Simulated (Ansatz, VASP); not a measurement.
**Mg3Sn3N: VASP beside Ansatz**

```
Mg Sn N
1.0
     3.20634    0.00000    0.00000
     0.00000    3.20634    0.00000
     0.00000    0.00000   14.41204
Mg Sn N
3 3 1
Direct
  0.50000 0.50000 0.14475
  0.50000 0.50000 0.85525
  0.00000 0.00000 0.00000
  0.00000 0.00000 0.70189
  0.00000 0.00000 0.29811
  0.50000 0.50000 0.50000
  0.50000 0.50000 0.00000
```

Alike in both runs: task single point; functional PBE; k mesh 6 × 6 × 2; occupations gaussian, width 0.2 eV; no spin polarisation.

|  | VASP | Ansatz |
| --- | --- | --- |
| version | VASP 6.6.1 | Ansatz 0.2.0 |
| potentials or method | VASP PAW PBE potentials, release 64 (Mg, Sn_d, N), cutoff 520 eV | scalar-relativistic, plane waves, PAW |
| valence electrons in the cell | 53 | 77 |

Ansatz gave:

* gap on the k mesh at the Fermi level (eV): none
* pressure (GPa): -0.1
* traceless stress, the component that is largest in VASP (GPa): -0.36
* rms of the force components (eV/Å): 0.037

**Question.** Which values does VASP return?

**Answer.** gap on the k mesh at the Fermi level (eV): none; pressure (GPa): -0.3; traceless stress, the component that is largest in VASP (GPa): -0.34; rms of the force components (eV/Å): 0.038.

Atom by atom the forces differ by 0.003 eV/Å (rms over components). A gap of «none» marks a metal or a gap that the smearing closes. VASP's potentials hold 53 valence electrons a cell and Ansatz's 77, so a difference there can come from the potentials and not from the codes.
